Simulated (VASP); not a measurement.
# Ca3Lu: single point with PBE+D4

The system is Ca3Lu.

```
CELL_PARAMETERS angstrom
5.32963 0.00000 0.00000
0.00000 5.32963 0.00000
0.00000 0.00000 5.32963
ATOMIC_POSITIONS crystal
Lu 0.50000 0.50000 0.50000
Ca 0.00000 0.00000 0.50000
Ca 0.00000 0.50000 0.00000
Ca 0.50000 0.00000 0.00000
```

```json
{
 "Program": "VASP 6.6.1",
 "Task": "single point",
 "Functional": "PBE",
 "Dispersion": "D4",
 "Potentials or basis": "VASP PAW PBE potentials, release 64 (Lu, Ca_sv)",
 "Cutoff": "520 eV",
 "k mesh": "5 × 5 × 5",
 "Occupations": "fermi-dirac, width 0.05 eV",
 "Spin": "no spin polarisation",
 "Dipole correction": "no",
 "Further INCAR settings": "ALGO = Normal; EDIFF = 1e-06; NBANDS = 36"
}
```

```yaml
Pressure: 0.0 GPa
Band_gap_on_the_k_mesh: zero (an odd number of electrons rules out a gap without spin polarisation)
Dispersion_energy_per_atom: -0.099 eV
```

Levels at points of the mesh, in eV from the Fermi level:
| k point | band 23 | band 24 | band 25 | band 26 | band 27 | band 28 | band 29 | band 30 | band 31 | band 32 |
| --- | --- | --- | --- | --- | --- | --- | --- | --- | --- | --- |
| (0.00, 0.00, 0.00) | -6.02 | -4.61 | -0.89 | -0.89 | -0.79 | 0.18 | 0.18 | 0.18 | 1.13 | 1.13 |

It took 26 s on 1 thread of Intel(R) Xeon(R) 6975P-C (Granite Rapids), on a shared host, peak memory 0.27 GiB.

Caveat: spin-orbit coupling is left out, which moves the levels of the heavy elements.
